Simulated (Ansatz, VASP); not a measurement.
# Two plane-wave programs on SnSe

```
CELL_PARAMETERS angstrom
0.01129 3.01000 3.01000
3.02129 0.00000 3.02129
3.01000 3.01000 0.01129
ATOMIC_POSITIONS crystal
Sn 0.00000 0.00000 0.00000
Se 0.50000 0.50000 0.50000
```

Change from the starting cell: strain +0.0075 x Voigt [0, 0, 0, 0, 1, 0], atoms carried along.

Alike in both runs: task single point; functional LDA; k mesh 8 × 8 × 8; occupations gaussian, width 0.05 eV; no spin polarisation.

```csv
,VASP,Ansatz
version,VASP 6.6.1,Ansatz 0.2.0
potentials or method,"VASP PAW LDA potentials, release 64 (Sn_d, Se), cutoff 520 eV","scalar-relativistic, plane waves, PAW"
valence electrons in the cell,20,30
```

Ansatz gave:

| Quantity | Value |
| --- | --- |
| gap on the k mesh at the Fermi level (eV) | 0.57 |
| least direct gap on the mesh (eV) | 0.61 |
| pressure (GPa) | -3.4 |
| traceless stress, the component that is largest in VASP (GPa) | -0.15 |

**Question.** Which values does VASP return?

**Answer.** gap on the k mesh at the Fermi level (eV): 0.59; least direct gap on the mesh (eV): 0.63; pressure (GPa): -3.3; traceless stress, the component that is largest in VASP (GPa): -0.15.

LDA's correlation is that of Perdew and Zunger in VASP and of Perdew and Wang (1992) in Ansatz. VASP's potentials hold 20 valence electrons a cell and Ansatz's 30, so a difference there can come from the potentials and not from the codes.
